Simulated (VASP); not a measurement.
A run of VASP 6.6.1 is set up as follows.

Contents of INCAR:

```
PREC = Accurate
ENCUT = 500
EDIFF = 1E-6
ISMEAR = 0
SIGMA = 0.2
LREAL = F
LASPH = T
NELM = 200
ALGO = Normal
ISIF = 2
LWAVE = F
LCHARG = F
GGA = PE
NBANDS = 32
GGA_COMPAT = F
LMAXMIX = 6
```

Contents of KPOINTS:

```
regular mesh
0
Gamma
  5 5 2
```

POSCAR

```
KNd2Sb3
1.0
    4.4830027811      0.0000000000      0.0000000000
   -2.2415013905      3.8823942936      0.0000000000
    0.0000000000      0.0000000000     12.3097911081
K Nd Sb
1 2 3
Direct
    0.0000000000      0.0000000000      0.0000000000
    0.3333333333      0.6666666667      0.6547823666
    0.6666666667      0.3333333333      0.3452176334
    0.3333333333      0.6666666667      0.1997029031
    0.0000000000      0.0000000000      0.5000000000
    0.6666666667      0.3333333333      0.8002970969
```

Potentials or basis: VASP PAW PBE potentials, release 64 (K_sv, Nd_3, Sb), 4f in core.

The run is started by

```bash
$ cat potpaw_PBE.64/K_sv/POTCAR potpaw_PBE.64/Nd_3/POTCAR potpaw_PBE.64/Sb/POTCAR > POTCAR
$ mpirun -np 1 vasp_std > vasp.out
```

(1) Estimate the largest force.

(2) Estimate the band gap on the k mesh.

Results:

(1) 0.067 eV/Å.

(2) zero (bands 23 and 24 overlap by 1.58 eV).

Caveat: spin-orbit coupling is left out, which moves the levels of the heavy elements; the 4f electrons are frozen in the core, so they carry no moment and show no levels.
